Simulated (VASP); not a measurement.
A run of VASP 6.6.1 is set up as follows.

Contents of INCAR:

```
ALGO = Normal
EDIFF = 1E-7
EDIFFG = -0.01
ENCUT = 600
GGA = CA
IBRION = 2
ISIF = 3
ISMEAR = -1
LASPH = T
LCHARG = F
LREAL = F
LWAVE = F
NELM = 100
NSW = 60
PREC = Accurate
SIGMA = 0.05
```

File KPOINTS:

```
k-points
0
Gamma
  10 10 10
```

The input POSCAR:

```
WC
1.0
    0.0000000000      2.1926840000      2.1926840000
    2.1926840000      0.0000000000      2.1926840000
    2.1926840000      2.1926840000      0.0000000000
W C
1 1
Direct
    0.0000000000      0.0000000000      0.0000000000
    0.5000000000      0.5000000000      0.5000000000
```

Potentials or basis: VASP PAW LDA potentials, release 64 (W_sv, C).

Launch:

```sh
$ cat potpaw_LDA.64/W_sv/POTCAR potpaw_LDA.64/C/POTCAR > POTCAR
$ mpirun -np 1 vasp_std > vasp.out
```

Predict the relaxed cell.

a = 3.062 Å, b = 3.062 Å, c = 3.062 Å, α = 60.00°, β = 60.00°, γ = 60.00°.

Estimate the space group after relaxing (to 0.05 Å).

Fm-3m (No. 225).

Estimate the relaxed volume.

10.15 Å³/atom.

Final structure:
```xyz
2
Lattice="0.0000 2.1652 2.1652 2.1652 0.0000 2.1652 2.1652 2.1652 0.0000" Properties=species:S:1:pos:R:3 pbc="T T T"
W     2.1652    2.1652    0.0000
C     2.1652    2.1652    2.1652
```
